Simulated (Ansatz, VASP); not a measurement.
# Two plane-wave programs on CaBi

Contents of INCAR:

```
ALGO = Fast ; EDIFF = 1E-6
ENCUT = 520 ; GGA = PE
ISIF = 2 ; ISMEAR = 0
LASPH = True ; LCHARG = False
LREAL = False ; LWAVE = False
NBANDS = 20 ; NELM = 100
PREC = Accurate ; SIGMA = 0.1
```

The input KPOINTS:

```
k-points
0
Gamma
  6 6 4
```

POSCAR

```
CaBi
1.0
    4.0273816200      0.0000000000      0.0000000000
   -2.0136908100      3.4878147900      0.0000000000
    0.0000000000      0.0000000000      5.6005562500
Ca Bi
1 1
Direct
    0.0000000000      0.0000000000      0.0000000000
    0.3333333300      0.6666666700      0.5000000000
```

Input for Ansatz:

```yaml
crystal:
  lattice:
    - [4.02738162, 0.0, 0.0]
    - [-2.01369081, 3.48781479, 0.0]
    - [0.0, 0.0, 5.60055625]
  atoms:
    - { symbol: Ca, position: [0.0, 0.0, 0.0] }
    - { symbol: Bi, position: [0.33333333, 0.66666667, 0.5] }
basis:
  ecutwfc: 420
kpoints:
  mp_grid: { grid: [6, 6, 4] }
hamiltonian:
  xc: pbe
scf:
  occupations: { method: gaussian, width: 0.1 }
  lower_state_search: "off"
output:
  forces: true
  stress: true
  eigenvalues: true
```

Alike in both runs: task single point; functional PBE; k mesh 6 × 6 × 4; occupations gaussian, width 0.1 eV; no spin polarisation.

|  | VASP | Ansatz |
| --- | --- | --- |
| version | VASP 6.6.1 | Ansatz 0.2.0 |
| potentials or method | VASP PAW PBE potentials, release 64 (Ca_sv, Bi_d), cutoff 520 eV | scalar-relativistic, plane waves, PAW |
| valence electrons in the cell | 25 | 25 |

VASP gave:

* gap on the k mesh at the Fermi level (eV): none
* pressure (GPa): -4.4
* traceless stress, the component that is largest in VASP (GPa): -3.54

Problem. Which values does Ansatz return?

Solution. gap on the k mesh at the Fermi level (eV): none; pressure (GPa): -4.4; traceless stress, the component that is largest in VASP (GPa): -3.55.

A gap of «none» marks a metal or a gap that the smearing closes.

Neither program's run includes spin-orbit coupling.
